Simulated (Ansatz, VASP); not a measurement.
## CsAg in VASP and in Ansatz

```
Cs Ag
1.0
     2.65428   -6.68869    0.00000
     2.65428    6.68869    0.00000
     0.00000    0.00000    5.13600
Cs Ag
2 2
Direct
  0.85699 0.14301 0.75000
  0.14301 0.85699 0.25000
  0.55209 0.44791 0.75000
  0.44791 0.55209 0.25000
```

Alike in both runs: functional PBE; k mesh 4 × 4 × 4; occupations gaussian, width 0.1 eV; no spin polarisation.

Ansatz relaxed the structure, and its values are those at the end. VASP's run is a single point on that final structure, the one shown.

|  | VASP | Ansatz |
| --- | --- | --- |
| version | VASP 6.6.1 | Ansatz 0.2.0 |
| potentials or method | VASP PAW PBE potentials, release 64 (Cs_sv, Ag), cutoff 520 eV | scalar-relativistic, plane waves, PAW |
| valence electrons in the cell | 40 | 56 |

```tsv
	VASP	Ansatz	Ansatz less VASP
gap on the k mesh at the Fermi level (eV)	0.44	0.44	-0.008
least direct gap on the mesh (eV)	0.54	0.53	-0.011
pressure (GPa)	0.1	0.1	0.00
rms of the force components (eV/Å)	0.006	0.007	+0.0010
```

VASP's potentials hold 40 valence electrons a cell and Ansatz's 56, so a difference there can come from the potentials and not from the codes.

Spin-orbit coupling is off throughout.
